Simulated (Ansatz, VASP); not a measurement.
**One calculation of MgO2, two programs**

File INCAR:

```
PREC = Accurate
ENCUT = 840
EDIFF = 1E-6
ISMEAR = 0
SIGMA = 0.1
LREAL = False
LASPH = True
NELM = 120
ALGO = Normal
ISIF = 2
LWAVE = False
LCHARG = False
NBANDS = 18
GGA_COMPAT = False
```

Contents of KPOINTS:

```
regular mesh
0
Gamma
  6 6 6
```

Contents of POSCAR:

```
MgO2
1.0
    1.6047610160      0.9265092046      3.4939788749
   -1.6047610160      0.9265092046      3.4939788749
    0.0000000000     -1.8530184092      3.4939788749
Mg O
1 2
Direct
    0.0000000000      0.0000000000      0.0000000000
    0.4287860000      0.4287860000      0.4287860000
    0.5712140000      0.5712140000      0.5712140000
```

Input for Ansatz:

```yaml
crystal:
  lattice:
    - [1.604761016, 0.9265092046, 3.4939788749]
    - [-1.604761016, 0.9265092046, 3.4939788749]
    - [0.0, -1.8530184092, 3.4939788749]
  atoms:
    - { symbol: Mg, position: [0.0, 0.0, 0.0] }
    - { symbol: O, position: [0.428786, 0.428786, 0.428786] }
    - { symbol: O, position: [0.571214, 0.571214, 0.571214] }
basis:
  ecutwfc: 420
kpoints:
  mp_grid: { grid: [6, 6, 6] }
hamiltonian:
  xc: lda
scf:
  occupations: { method: gaussian, width: 0.1 }
output:
  forces: true
  stress: true
  eigenvalues: true
```

Alike in both runs: task single point; functional LDA; k mesh 6 × 6 × 6; occupations gaussian, width 0.1 eV; no spin polarisation.

|  | VASP | Ansatz |
| --- | --- | --- |
| version | VASP 6.6.1 | Ansatz 0.2.0 |
| potentials or method | VASP PAW LDA potentials, release 64 (Mg_sv, O), cutoff 840 eV | scalar-relativistic, plane waves, PAW |
| valence electrons in the cell | 22 | 22 |

```csv
,VASP,Ansatz,Ansatz less VASP
gap on the k mesh at the Fermi level (eV),2.16,2.19,+0.028
least direct gap on the mesh (eV),2.16,2.19,+0.028
pressure (GPa),-9.4,-10.1,-0.68
"traceless stress, the component that is largest in VASP (GPa)",-2.09,-3.10,-1.014
rms of the force components (eV/Å),0.131,0.212,+0.0815
```

LDA's correlation is that of Perdew and Zunger in VASP and of Perdew and Wang (1992) in Ansatz. Atom by atom the forces differ by 0.081 eV/Å (rms over components).
